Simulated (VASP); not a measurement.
Mg: single point with LDA

Mg:

```
Mg
1.0
     0.00000    2.56596    2.56596
     2.56596    0.00000    2.56596
     2.56596    2.56596    0.00000
Mg
2
Cartesian
  -0.6415 -0.6415 -0.6415
  0.6415 0.6415 0.6415
```

This isn't the form of Mg at room conditions, which is hcp.

| Property | Result |
| --- | --- |
| Program | VASP 6.6.1 |
| Task | single point |
| Functional | LDA |
| Potentials or basis | VASP PAW LDA potentials, release 64 (Mg) |
| Cutoff | 520 eV |
| k mesh | 12 × 12 × 12 |
| Occupations | fermi-dirac, width 0.08 eV |
| Spin | no spin polarisation |
| Dipole correction | no |
| Further INCAR settings | ALGO = Normal; EDIFF = 1e-06; NBANDS = 9 |

* Pressure: 44.2 GPa
* Band gap on the k mesh: zero (bands 2 and 3 overlap by 7.78 eV)

Levels at points of the mesh, in eV from the Fermi level:
| k point | band 1 | band 2 | band 3 | band 4 | band 5 | band 6 | band 7 |
| --- | --- | --- | --- | --- | --- | --- | --- |
| (0.00, 0.00, 0.00) | -8.27 | 5.92 | 5.92 | 5.92 | 6.64 | 6.64 | 6.64 |
| (0.50, 0.00, 0.00) | -4.28 | -3.91 | 4.83 | 4.83 | 5.60 | 5.60 | 8.31 |
| (0.50, 0.50, 0.00) | -2.76 | -2.76 | 1.76 | 1.76 | 3.16 | 3.16 | 14.87 |

Wall time 15 s on 1 thread of AMD EPYC 7R43 64-Core Processor (Zen 3), on a shared host, peak memory 0.11 GiB.

Caveat: the cell stands under pressure.
